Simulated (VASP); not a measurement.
Crystal: KMgF3.

```xyz
5
Lattice="3.9802 0.0000 0.0000 0.0000 3.9802 0.0000 0.0000 0.0000 3.9802" Properties=species:S:1:pos:R:3 pbc="T T T"
K     1.9901    1.9901    1.9901
Mg    0.0000    0.0000    0.0000
F     1.9901    0.0000    0.0000
F     0.0000    1.9901    0.0000
F     0.0000    0.0000    1.9901
```

Program: VASP 6.6.1. Alike in all runs: task single point; no spin polarisation; cell as given; cutoff (eV) 520.

Q: Order these runs on this cell by their pressure, lowest first.
A. level r2SCAN; potentials or basis VASP PAW PBE potentials, release 64 (K_sv, Mg, F); k mesh 6 × 6 × 6; smearing gaussian 0.01 eV
B. level PBE; potentials or basis VASP PAW PBE potentials, release 64 (K_sv, Mg, F); k mesh 6 × 6 × 6; smearing fermi-dirac 0.02 eV
C. level HSE06; potentials or basis VASP PAW PBE potentials, release 64 (K_sv, Mg, F); k mesh 4 × 4 × 4; smearing gaussian 0.01 eV; grid for exact exchange (PRECFOCK) Fast; share of exact exchange 0.25; screening parameter 0.2079 1/Å
D. level LDA; potentials or basis VASP PAW LDA potentials, release 64 (K_sv, Mg, F); k mesh 6 × 6 × 6; smearing gaussian 0.01 eV

A: D (-5.0 GPa), A (-0.6 GPa), C (1.3 GPa), B (3.7 GPa).

Caveats: the PAW data sets were made with another functional, which shifts forces and pressure a little (at least some runs); the cell stands under pressure (at least some runs); the cell stands under tension (at least some runs).
